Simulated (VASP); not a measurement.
A run of VASP 6.6.1 is set up as follows.

INCAR

```
PREC = Accurate
ENCUT = 520
EDIFF = 1E-7
ISMEAR = 0
SIGMA = 0.01
LREAL = False
LASPH = True
NELM = 60
ALGO = Normal
ISIF = 2
LWAVE = False
LCHARG = False
GGA = PE
NBANDS = 46
```

The input KPOINTS:

```
Automatic mesh
0
Gamma
  4 4 4
```

File POSCAR:

```
Cd3HgTe4
1.0
    6.5613845992      0.0000000000      0.0000000000
    0.0000000000      6.5613845992      0.0000000000
    0.0000000000      0.0000000000      6.5613845992
Cd Te Hg
3 4 1
Direct
    0.5000000000      0.0000000000      0.0000000000
    0.0000000000      0.5000000000      0.0000000000
    0.0000000000      0.0000000000      0.5000000000
    0.7506753028      0.2493246972      0.2493246972
    0.2493246972      0.7506753028      0.2493246972
    0.2493246972      0.2493246972      0.7506753028
    0.7506753028      0.7506753028      0.7506753028
    0.5000000000      0.5000000000      0.5000000000
```

Potentials or basis: VASP PAW PBE potentials, release 64 (Cd, Te, Hg).

Launch:

```console
$ cat potpaw_PBE.64/Cd/POTCAR potpaw_PBE.64/Te/POTCAR potpaw_PBE.64/Hg/POTCAR > POTCAR
$ mpirun -np 1 vasp_std > vasp.out
```

Problem. Predict the band gap on the k mesh.

Solution. 0.26 eV, direct.

Problem. What does it give for the pressure?

Solution. 1.2 GPa.

Problem. What does it give for the largest force?

Solution. 0.018 eV/Å.

Forces in eV/Å, atoms in the order of the input:
```
Cd   0.000  0.000  0.000
Cd   0.000  0.000  0.000
Cd   0.000  0.000  0.000
Te   0.011 -0.011 -0.011
Te  -0.011  0.011 -0.011
Te  -0.011 -0.011  0.011
Te   0.011  0.011  0.011
Hg   0.000  0.000  0.000
```

Caveat: spin-orbit coupling is left out, which moves the levels of the heavy elements.
